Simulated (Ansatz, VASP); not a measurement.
# InSb in VASP and in Ansatz

```
In Sb
1.0
     0.00000    3.41069    3.41069
     3.41069    0.00000    3.41069
     3.41069    3.41069    0.00000
In Sb
1 1
Direct
  0.00000 0.00000 0.00000
  0.25000 0.25000 0.25000
```

Change from the starting cell: hydrostatic strain +4.0%.

Alike in both runs: task single point; functional HSE06; k mesh 4 × 4 × 4; occupations fermi-dirac, width 0.02 eV; no spin polarisation.

|  | VASP | Ansatz |
| --- | --- | --- |
| version | VASP 6.6.1 | Ansatz 0.2.0 |
| potentials or method | VASP PAW PBE potentials, release 64 (In_d, Sb) | plane waves, PAW |
| plane-wave cutoff (eV) | 520 | 420 |
| valence electrons in the cell | 18 | 28 |

|  | VASP | Ansatz | Ansatz less VASP |
| --- | --- | --- | --- |
| pressure (GPa) | -4.0 | -3.6 | +0.37 |

The functional is the same, so the differences come from potentials, cutoffs and numerics. VASP's potentials hold 18 valence electrons a cell and Ansatz's 28, so a difference there can come from the potentials and not from the codes. Ansatz's warnings: filled band counts differ across k points, stress exchange threshold loose, stress scf threshold loose.

The k mesh is coarse, so the values compare programs but aren't converged. Spin-orbit coupling is off throughout.
